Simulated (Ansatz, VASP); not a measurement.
**One calculation of InSb, two programs**

```xyz
2
Lattice="0.0000 3.1551 3.1551 3.1551 0.0000 3.1551 3.1551 3.1551 0.0000" Properties=species:S:1:pos:R:3 pbc="T T T"
In    0.0000    0.0000    0.0000
Sb    3.1551    3.1551    3.1551
```

Alike in both runs: task single point; functional PBE; k mesh 14 × 14 × 14; occupations gaussian, width 0.15 eV; no spin polarisation.

```csv
,VASP,Ansatz
version,VASP 6.6.1,Ansatz 0.2.0
potentials or method,"VASP PAW PBE potentials, release 64 (In_d, Sb), cutoff 520 eV","scalar-relativistic, plane waves, PAW"
valence electrons in the cell,18,28
```

|  | VASP | Ansatz | Ansatz less VASP |
| --- | --- | --- | --- |
| gap on the k mesh at the Fermi level (eV) | none | none | - |
| pressure (GPa) | -3.0 | -3.0 | -0.01 |

A gap of «none» marks a metal or a gap that the smearing closes. VASP's potentials hold 18 valence electrons a cell and Ansatz's 28, so a difference there can come from the potentials and not from the codes.

Neither program's run includes spin-orbit coupling.
